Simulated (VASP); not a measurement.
# MgO: single point with PBE

MgO:

```
Mg O
1.0
    -3.52132    0.00000    0.00000
    -1.76066   -3.04955    0.00000
    -2.34754   -2.54129   12.71815
Mg O
6 6
Direct
  0.64583 0.59721 0.08335
  0.56250 0.31943 0.41668
  0.47916 0.04165 0.75002
  0.10416 0.56943 0.91668
  0.27083 0.12499 0.25002
  0.18750 0.84721 0.58335
  0.43750 0.90276 0.91668
  0.60416 0.45832 0.25002
  0.52083 0.18054 0.58335
  0.31250 0.26388 0.08335
  0.22916 0.98610 0.41668
  0.14583 0.70832 0.75002
```

This cell differs from its parent crystal: the part above a cut slid along it.

```yaml
Program: VASP 6.6.1
Task: single point
Functional: PBE
Potentials_or_basis: VASP PAW PBE potentials, release 64 (Mg, O)
Cutoff: 520 eV
k_mesh: 7 × 7 × 2
Occupations: gaussian, width 0.05 eV
Spin: no spin polarisation
```

| Item | Value |
| --- | --- |
| Pressure | -0.4 GPa |
| Largest force | 1.786 eV/Å |
| Band gap on the k mesh | 2.98 eV |

Forces in eV/Å, atoms in the order of the input:
```
Mg   1.262 -0.698  1.054
Mg   0.000  0.000  0.001
Mg  -0.020  0.025 -0.015
Mg  -1.262  0.698 -1.054
Mg   0.020 -0.025  0.015
Mg   0.000  0.000 -0.001
O   -0.459  0.679 -0.110
O   -0.007 -0.008 -0.005
O    0.001 -0.001 -0.001
O    0.459 -0.679  0.110
O   -0.001  0.001  0.001
O    0.007  0.008  0.005
```

Stress tensor (GPa, compression positive):
```
-2.17  1.59  4.35
 1.59 -1.43 -3.66
 4.35 -3.66  2.33
```

Levels at points of the mesh, in eV from the valence-band top:
```
           k point  band 21  band 22  band 23  band 24  band 25  band 26  band 27  band 28
(0.00, 0.00, 0.00)    -1.04    -0.95    -0.72     0.00     2.98     4.60     4.84     7.22
(0.00, 0.00, 0.50)    -0.93    -0.77    -0.63    -0.39     3.42     3.70     5.91     6.13
```

Run time: 6.9 min on 1 thread of Intel Xeon 8259CL, on a shared host, peak memory 0.37 GiB.

Caveat: the cell differs from its parent crystal (the part above a cut slid along it); forces of over 1 eV/Å act on the atoms, so gaps and moduli don't describe the material at rest. A k mesh can miss the band edges.
